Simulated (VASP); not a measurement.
Input of a VASP 6.6.1 run:

The input INCAR:

```
PREC = Accurate
ENCUT = 520
EDIFF = 1E-7
ISMEAR = 0
SIGMA = 0.05
LREAL = F
LASPH = T
NELM = 60
ALGO = Normal
ISIF = 2
LWAVE = F
LCHARG = F
NBANDS = 46
```

The input KPOINTS:

```
Automatic mesh
0
Gamma
  5 5 2
```

POSCAR

```
SrCl2
1.0
    3.4855000000     -3.4855000000      0.0000000000
    3.4855000000      0.0000000000     -3.4855000000
    7.4040127019      7.4040127019      7.4040127019
Sr Cl
3 6
Direct
    0.6666666667      0.6666666667      0.1569351058
    0.0000000000      0.0000000000      0.7846127612
    0.3333333333      0.3333333333      0.4707739335
    0.6666666667      0.6666666667      0.3923142266
    1.0000000000      0.0000000000      0.0784753989
    0.3333333333      0.3333333333      0.7061530543
    0.6666666667      0.6666666667      0.8630724681
    1.0000000000      1.0000000000      0.5492336404
    0.3333333333      0.3333333333      0.2353948127
```

Potentials or basis: VASP PAW LDA potentials, release 64 (Sr_sv, Cl).

Launch:

```console
$ cat potpaw_LDA.64/Sr_sv/POTCAR potpaw_LDA.64/Cl/POTCAR > POTCAR
$ mpirun -np 1 vasp_std > vasp.out
```

Task: Predict the band gap on the k mesh.

Result: 4.75 eV (least direct gap 4.95 eV).

Task: What does it give for the largest force?

Result: 0.168 eV/Å.

Task: What does it give for the pressure?

Result: -3.3 GPa.

Stress tensor (GPa, compression positive):
```
-3.26  0.09  0.09
 0.09 -3.26  0.09
 0.09  0.09 -3.26
```

Caveat: the cell differs from its parent crystal (the distance across one plane changed); the cell stands under tension. A k mesh can miss the band edges.
